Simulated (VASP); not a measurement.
BAs (m.Ae): single point with PBEsol

Sheet: BAs (m.Ae), a sheet with vacuum.

```
B As
1.0
     3.35626    0.00000    0.00000
    -1.67813    2.90660    0.00000
     0.00000    0.00000   16.00000
B As
1 1
Direct
  0.33333 0.66667 0.50000
  0.66667 0.33333 0.50000
```

- Program: VASP 6.6.1
- Task: single point
- Functional: PBEsol
- Potentials or basis: VASP PAW PBE potentials, release 64 (B, As)
- Cutoff: 420 eV
- k mesh: 12 × 12 × 1
- Occupations: gaussian, width 0.03 eV
- Spin: no spin polarisation
- Dipole correction: yes
- Further INCAR settings: ALGO = Normal; EDIFF = 1e-06; NBANDS = 11; NELMDL = -8

```yaml
Band_gap_on_the_k_mesh: 0.73 eV, direct
```

Levels at points of the mesh, in eV from the valence-band top:
```csv
k point,band 1,band 2,band 3,band 4,band 5,band 6,band 7,band 8,band 9
"(0.00, 0.00, 0.00)",-13.95,-4.04,-1.49,-1.49,3.70,4.11,4.85,4.87,4.87
"(0.50, 0.00, 0.00)",-11.48,-8.29,-3.62,-1.08,1.42,2.55,7.58,8.21,8.67
```

It took 25 s on 1 thread of Intel(R) Xeon(R) Platinum 8375C CPU @ 2.90GHz (Ice Lake), on a shared host, peak memory 0.24 GiB.
